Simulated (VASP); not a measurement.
A run of VASP 6.6.1 is set up as follows.

Contents of INCAR:

```
SYSTEM = F
PREC = Accurate ; ENCUT = 520
EDIFF = 1E-6 ; ISMEAR = -1
SIGMA = 0.05 ; LREAL = .False.
LASPH = .True. ; NELM = 80
ALGO = Normal ; ISIF = 2
LWAVE = .False. ; LCHARG = .False.
GGA = PE ; NBANDS = 14
```

The input KPOINTS:

```
Automatic mesh
0
Gamma
  18 18 10
  0 0 0
```

File POSCAR:

```
F
1.0
    2.6826912279      0.0000000000      0.0000000000
   -1.3413456140      2.3232787539      0.0000000000
    0.0000000000      0.0000000000      2.8940946813
F
2
Direct
    0.3333333333      0.6666666667      0.2500000000
    0.6666666667      0.3333333333      0.7500000000
```

Potentials or basis: VASP PAW PBE potentials, release 64 (F).

Command:

```console
$ cat potpaw_PBE.64/F/POTCAR > POTCAR
$ mpirun -np 1 vasp_std > vasp.out
```

Question: Estimate the pressure.

Answer: 11.3 GPa.

Question: Estimate the band gap on the k mesh.

Answer: Zero (band 7 reaches -1.21 eV, above the bottom of band 8 at -2.96 eV).
